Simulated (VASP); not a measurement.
RbBr: single point with PBE-based screened hybrid

RbBr:

```
Rb Br
1.0
     0.00000    3.42700    3.42700
     3.42700    0.00000    3.42700
     3.42700    3.42700    0.00000
Rb Br
1 1
Direct
  0.00000 0.00000 0.00000
  0.50000 0.50000 0.50000
```

```
Program             : VASP 6.6.1
Task                : single point
Functional          : PBE-based screened hybrid
Potentials or basis : VASP PAW PBE potentials, release 64 (Rb_sv, Br)
Cutoff              : 520 eV
k mesh              : 4 × 4 × 4
Occupations         : fermi-dirac, width 0.05 eV
Spin                : no spin polarisation
```

The pressure is 0.8 GPa and the band gap on the k mesh is 4.84 eV, direct.

Levels at points of the mesh, in eV from the valence-band top:
```
           k point  band 4  band 5  band 6  band 7  band 8  band 9  band 10  band 11  band 12  band 13
(0.00, 0.00, 0.00)   -8.85   -8.85    0.00    0.00    0.00    4.84     7.77     7.77     7.77     8.70
(0.50, 0.00, 0.00)   -8.85   -8.79   -0.98   -0.36   -0.36    7.27     8.22    10.06    10.06    10.67
(0.50, 0.50, 0.00)   -8.92   -8.92   -0.47   -0.16   -0.16    6.06     7.65     9.70     9.78    10.04
```

Wall time 9.5 min on 1 thread of Intel(R) Xeon(R) Platinum 8375C CPU @ 2.90GHz (Ice Lake) (shared host), peak memory 0.32 GiB.

Caveat: the PAW data sets were made with another functional, which shifts forces and pressure a little.
